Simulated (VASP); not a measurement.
Here is a VASP 6.6.1 calculation.

The input INCAR:

```
ALGO = Normal
EDIFF = 1E-6
ENCUT = 520
GGA = PS
ISIF = 2
ISMEAR = -1
LASPH = True
LCHARG = False
LREAL = False
LWAVE = False
NBANDS = 26
NELM = 80
PREC = Accurate
SIGMA = 0.1
```

Contents of KPOINTS:

```
k-points
0
Gamma
  9 9 9
```

The input POSCAR:

```
Ga
1.0
   -1.8975000000      1.8975000000      4.3740000000
    1.8975000000     -1.8975000000      4.3740000000
    1.8975000000      1.8975000000     -4.3740000000
Ga
3
Direct
    0.5000000000      0.5000000000      0.0000000000
    0.7500000000      0.2500000000      0.5000000000
    0.2500000000      0.7500000000      0.5000000000
```

Potentials or basis: VASP PAW PBE potentials, release 64 (Ga_d).

The run is started by

```sh
$ cat potpaw_PBE.64/Ga_d/POTCAR > POTCAR
$ mpirun -np 1 vasp_std > vasp.out
```

Question: Estimate the pressure.

Answer: -2.9 GPa.

Question: Predict the band gap on the k mesh.

Answer: Zero (an odd number of electrons rules out a gap without spin polarisation).

Stress tensor (GPa, compression positive):
```
-1.69  0.00  0.00
 0.00 -1.69  0.00
 0.00  0.00 -5.29
```

Caveat: the PAW data sets were made with another functional, which shifts forces and pressure a little.
